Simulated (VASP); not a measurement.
# Ni (Pm-3m) in VASP: a series of runs

The runs below take Ni through single point, with BLYP.

All numbers are computed with VASP 6.6.1; they aren't measurements. Logs are shortened: lines on timing, memory, paths and dates and some standing lists are left out, and cuts for length are marked.

## 1. The cell of the first run

The structure is cubic, space group Pm-3m (No. 221). Conventional cell: a = 2.269 Å, b = 2.269 Å, c = 2.269 Å, α = 90.00°, β = 90.00°, γ = 90.00°. Ni (site symmetry m-3m) has 6 Ni at 2.27 Å within 3.0 Å.

## 2. Single point, BLYP, collinear spin, ferromagnetic start (volume scaled by 0.88)

Input file INCAR:

```
SYSTEM = Ni
AGGAC = 1.0
AGGAX = 1.0
ALDAC = 0.0
ALDAX = 1.0
ALGO = Normal
EDIFF = 1E-6
ENCUT = 520
GGA = B5
ISIF = 2
ISMEAR = -1
ISPIN = 2
LASPH = .True.
LCHARG = .False.
LMAXMIX = 4
LORBIT = 11
LREAL = .False.
LWAVE = .False.
MAGMOM = 0.539
NBANDS = 15
NELM = 150
PREC = Accurate
SIGMA = 0.05
```

Input file KPOINTS:

```
k-points
0
Gamma
  15 15 15
  0 0 0
```

Input file POSCAR:

```
Ni
1.0
    2.2692796836      0.0000000000      0.0000000000
    0.0000000000      2.2692796836      0.0000000000
    0.0000000000      0.0000000000      2.2692796836
Ni
1
Direct
    0.0000000000      0.0000000000      0.0000000000
```

Potentials or basis: VASP PAW PBE potentials, release 64 (Ni).

Started as:

```
cat potpaw_PBE.64/Ni/POTCAR > POTCAR
mpirun -np 1 vasp_std > vasp.out
```

OUTCAR:

```text
SYSTEM = Ni
   EDIFF = 1E-6
   ENCUT = 520
   GGA = B5
   ISIF = 2
   ISMEAR = -1
   ISPIN = 2
   LASPH = .True.
   LORBIT = 11
   LREAL = .False.
   NELM = 150
   PREC = Accurate

 ion  position               nearest neighbor table
   1  0.000  0.000  0.000-

  LATTYP: Found a simple cubic cell.
 ALAT       =     2.2692796836

  Lattice vectors:

 A1 = (   2.2692796836,   0.0000000000,   0.0000000000)
 A2 = (   0.0000000000,   2.2692796836,   0.0000000000)
 A3 = (   0.0000000000,   0.0000000000,   2.2692796836)

Analysis of symmetry for initial positions (statically):
=====================================================================
 Subroutine PRICEL returns:
 Original cell was already a primitive cell.

 Routine SETGRP: Setting up the symmetry group for a
 simple cubic supercell.

 Subroutine GETGRP returns: Found 48 space group operations
 (whereof 48 operations were pure point group operations)
 out of a pool of 48 trial point group operations.

The static configuration has the point symmetry O_h .

Analysis of symmetry for dynamics (positions and initial velocities):
=====================================================================
 Subroutine PRICEL returns:
 Original cell was already a primitive cell.

 Routine SETGRP: Setting up the symmetry group for a
 simple cubic supercell.

 Subroutine GETGRP returns: Found 48 space group operations
 (whereof 48 operations were pure point group operations)
 out of a pool of 48 trial point group operations.

The dynamic configuration has the point symmetry O_h .

Analysis of structural, dynamic, and magnetic symmetry:
=====================================================================
 Subroutine PRICEL returns:
 Original cell was already a primitive cell.

 Routine SETGRP: Setting up the symmetry group for a
 simple cubic supercell.

 Subroutine GETGRP returns: Found 48 space group operations
 (whereof 48 operations were pure point group operations)
 out of a pool of 48 trial point group operations.

The overall configuration has the point symmetry O_h .

 Subroutine INISYM returns: Found 48 space group operations
 (whereof 48 operations are pure point group operations),
 and found     1 'primitive' translations

----------------------------------------------------------------------------------------

                                     Primitive cell

  volume of cell :      11.6860

  direct lattice vectors                    reciprocal lattice vectors
     2.269279684  0.000000000  0.000000000     0.440668467  0.000000000  0.000000000
     0.000000000  2.269279684  0.000000000     0.000000000  0.440668467  0.000000000
     0.000000000  0.000000000  2.269279684     0.000000000  0.000000000  0.440668467

  length of vectors
     2.269279684  2.269279684  2.269279684     0.440668467  0.440668467  0.440668467

  position of ions in fractional coordinates (direct lattice)
     0.000000000  0.000000000  0.000000000

  ion indices of the primitive-cell ions
   primitive index   ion index
                 1           1

----------------------------------------------------------------------------------------

 KPOINTS: k-points

Automatic generation of k-mesh.
 Grid dimensions read from file:
 generate k-points for:   15   15   15

 Generating k-lattice:

  Cartesian coordinates                     Fractional coordinates (reciprocal lattice)
     0.029377898  0.000000000  0.000000000     0.066666667  0.000000000  0.000000000
     0.000000000  0.029377898  0.000000000     0.000000000  0.066666667  0.000000000
     0.000000000  0.000000000  0.029377898     0.000000000  0.000000000  0.066666667

  Length of vectors
     0.029377898  0.029377898  0.029377898

  Shift w.r.t. Gamma in fractional coordinates (k-lattice)
     0.000000000  0.000000000  0.000000000

 Subroutine IBZKPT returns following result:
 ===========================================

 Found    120 irreducible k-points:

 Following reciprocal coordinates:
            Coordinates               Weight
  0.000000  0.000000  0.000000      1.000000
  0.066667  0.000000  0.000000      6.000000
  0.133333  0.000000  0.000000      6.000000
  0.200000  0.000000  0.000000      6.000000
  0.266667  0.000000  0.000000      6.000000
  0.333333  0.000000  0.000000      6.000000
[... 16 lines left out ...]
  0.266667  0.200000  0.000000     24.000000
  0.333333  0.200000  0.000000     24.000000
 [... further k-points ...]
   k-points           NKPTS =    120   k-points in BZ     NKDIM =    120   number of bands    NBANDS=     15
   number of dos      NEDOS =    301   number of ions     NIONS =      1
   total plane-waves  NPLWV =   5832
   dimension x,y,z NGX =    18 NGY =   18 NGZ =   18
   dimension x,y,z NGXF=    36 NGYF=   36 NGZF=   36
   ions per type =               1
   NGX,Y,Z   is equivalent  to a cutoff of  13.19, 13.19, 13.19 a.u.
   NGXF,Y,Z  is equivalent  to a cutoff of  26.37, 26.37, 26.37 a.u.
 SYSTEM =  Ni
   PREC   = accura    normal or accurate (medium, high low for compatibility)
   ISTART =      0    job   : 0-new  1-cont  2-samecut
   ICHARG =      2    charge: 1-file 2-atom 10-const
   ISPIN  =      2    spin polarized calculation?
   LNONCOLLINEAR =      F non collinear calculations
   LSORBIT =      F    spin-orbit coupling
   LASPH  =      T    aspherical Exc in radial PAW
   ENCUT  =  520.0 eV  38.22 Ry    6.18 a.u.   4.22  4.22  4.22*2*pi/ulx,y,z
   NELM   =    150;   NELMIN=  2; NELMDL= -5     # of ELM steps
   EDIFF  = 0.1E-05   stopping-criterion for ELM
   LREAL  =      F    real-space projection
   EDIFFG = 0.1E-04   stopping-criterion for IOM
   NSW    =      0    number of steps for IOM
   IBRION =     -1    ionic relax: 0-MD 1-quasi-New 2-CG
   NFREE  =      0    steps in history (QN), initial steepest desc. (CG)
   ISIF   =      2    stress and relaxation
   ISYM   =      2    0-nonsym 1-usesym 2-fastsym
   POTIM  = 0.5000    time-step for ionic-motion
   TEBEG  =    0.0;   TEEND  =   0.0 temperature during run
   PSTRESS=    0.0 pullay stress
   NELECT =      10.0000    total number of electrons
   NUPDOWN=      -1.0000    fix difference up-down
   EMIN   =  10.00;   EMAX   =-10.00  energy-range for DOS
   EFERMI =   0.00;   METHOD = LEGACY
   ISMEAR =    -1;   SIGMA  =   0.05  broadening in eV -4-tet -1-fermi 0-gaus
   EFERMI_NEDOS =   21; number of points for ismear=-14 and -15
   IALGO  =     38    algorithm
   IMIX   =      4    mixing-type and parameters
     AMIX     =   0.40;   BMIX     =  1.00
     AMIX_MAG =   1.60;   BMIX_MAG =  1.00
  volume/ion in A,a.u.               =      11.69        78.86
  Fermi-wavevector in a.u.,A,eV,Ry     =   1.554247  2.937102 32.867388  2.415685
  Thomas-Fermi vector in A             =   2.658361
   LORBIT       =     11    0 simple, 1 ext, 2 COOP (PROOUT), +10 PAW based schemes
   GGA     = B5    functional components
   LHFCALC =     F    Hartree Fock is set to
   AEXX    =    0.0000 exact exchange contribution
   IVDW    =     0    specifies the selected vdW correction
   LEPSILON=     F    determine dielectric tensor
   LRPA    =     F    only Hartree local field effects (RPA)
 spin polarized calculation
  energy-cutoff  :      520.00
  volume of cell :       11.69
 maximum number of plane-waves:       322
 NGX is ok and might be reduce to    18
   NGX =  9   NGY =  9   NGZ =  9

 number of electron      10.0000000 magnetization       0.5390000

 number of electron       9.9999995 magnetization       0.3653519

 Free energy of the ion-electron system (eV)
  ---------------------------------------------------
  ext. energy  EPLUGINS =         0.00000000
  ---------------------------------------------------
  free energy    TOTEN  =        -3.99311762 eV

  energy without entropy =       -3.97867393  energy(sigma->0) =       -3.98589578

 E-fermi :   8.8506     XC(G=0): -12.1207

 val. band max:        8.8503654889   @ k =   0.4667   0.3333   0.3333
 cond. band min:       8.8546837020   @ k =   0.2667   0.2667   0.2000
 fundamental gap:      0.0043182131
 Fermi energy:         8.8505546076

 spin component 1

 k-point     1 :       0.0000    0.0000    0.0000
  band No.  band energies     occupation
      1       0.5781      1.00000
      2       5.0526      1.00000
      3       5.0526      1.00000
      4       8.6266      0.98878
      5       8.6266      0.98878
      6       8.6266      0.98877
      7      29.2609      0.00000
      8      29.2609      0.00000
      9      29.2609      0.00000
     10      33.5003      0.00000
     11      33.5003      0.00000
     12      38.2286      0.00000
     13      52.1134      0.00000
     14      52.1134      0.00000
     15      52.1134      0.00000
[... 397 lines left out ...]
 k-point    24 :       0.3333    0.2000    0.0000
  band No.  band energies     occupation
      1       4.3198      1.00000
      2       5.7318      1.00000
      3       6.5524      1.00000
      4       7.8005      1.00000
      5       8.1464      1.00000
      6       8.3197      0.99998
      7      17.4567      0.00000
      8      25.3251      0.00000
      9      34.2202      0.00000
     10      35.0584      0.00000
     11      36.2072      0.00000
     12      44.3155      0.00000
     13      45.1731      0.00000
     14      47.1139      0.00000
     15      52.0670      0.00000

 [... further k-points ...]

 spin component 2

 k-point     1 :       0.0000    0.0000    0.0000
  band No.  band energies     occupation
      1       0.6061      1.00000
      2       5.2933      1.00000
      3       5.2933      1.00000
      4       9.0963      0.00728
      5       9.0963      0.00728
      6       9.0964      0.00728
      7      29.3271      0.00000
      8      29.3271      0.00000
      9      29.3271      0.00000
     10      33.5599      0.00000
     11      33.5599      0.00000
     12      38.2477      0.00000
     13      52.1441      0.00000
     14      52.1441      0.00000
     15      52.1441      0.00000
[... 397 lines left out ...]
 k-point    24 :       0.3333    0.2000    0.0000
  band No.  band energies     occupation
      1       4.4184      1.00000
      2       5.9888      1.00000
      3       6.8168      1.00000
      4       8.2458      0.99999
      5       8.4562      0.99962
      6       8.7804      0.80267
      7      17.5681      0.00000
      8      25.4119      0.00000
      9      34.2888      0.00000
     10      35.1502      0.00000
     11      36.2194      0.00000
     12      44.3477      0.00000
     13      45.2514      0.00000
     14      47.1505      0.00000
     15      52.1358      0.00000

 [... further k-points ...]
[... 5 lines left out ...]
  --------------------------------------------------------------------------------------
  -------------------------------------------------------------------------------------
  Total        1.5361969      1.5361969      1.5361969      0.0000000      0.0000000     -0.0000000
  in kB      210.6169871    210.6169871    210.6169871      0.0000000      0.0000000     -0.0000000
  external PRESSURE =     210.6169871 kB  Pullay stress =       0.0000000 kB

 VOLUME and BASIS-vectors are now :
 -----------------------------------------------------------------------------
  energy-cutoff  :      520.00
  volume of cell :       11.69
      direct lattice vectors                 reciprocal lattice vectors
     2.269279684  0.000000000  0.000000000     0.440668467  0.000000000  0.000000000
     0.000000000  2.269279684  0.000000000     0.000000000  0.440668467  0.000000000
     0.000000000  0.000000000  2.269279684     0.000000000  0.000000000  0.440668467

 POSITION                                       TOTAL-FORCE (eV/Angst)
 -----------------------------------------------------------------------------------
      0.00000      0.00000      0.00000         0.000000      0.000000      0.000000
 -----------------------------------------------------------------------------------
    total drift:                               -0.000000      0.000000      0.000000

  FREE ENERGIE OF THE ION-ELECTRON SYSTEM (eV)
  ---------------------------------------------------
  free  energy   TOTEN  =        -3.9931176223 eV

  energy  without entropy=       -3.9786739297  energy(sigma->0) =       -3.98589578

 total charge

# of ion       s       p       d       tot
------------------------------------------
    1        0.544   0.429   8.440   9.414

 magnetization (x)

# of ion       s       p       d       tot
------------------------------------------
    1        0.002  -0.000   0.364   0.365
```

Run time: 17 s. Hardware: 1 thread of Intel Xeon 6975P-C (Granite Rapids), shared host; peak memory 0.14 GiB.

Results:

- Free energy: -3.9931 eV
- Pressure: 21.1 GPa
- Net moment: 0.37 μB per cell
- Site moments: Ni +0.36 μB
- Valence electrons inside the program's atomic spheres: Ni 9.41

Caveat: the PAW data sets were made with another functional, which shifts forces and pressure a little.

(Part 1 of 2 ends here.)
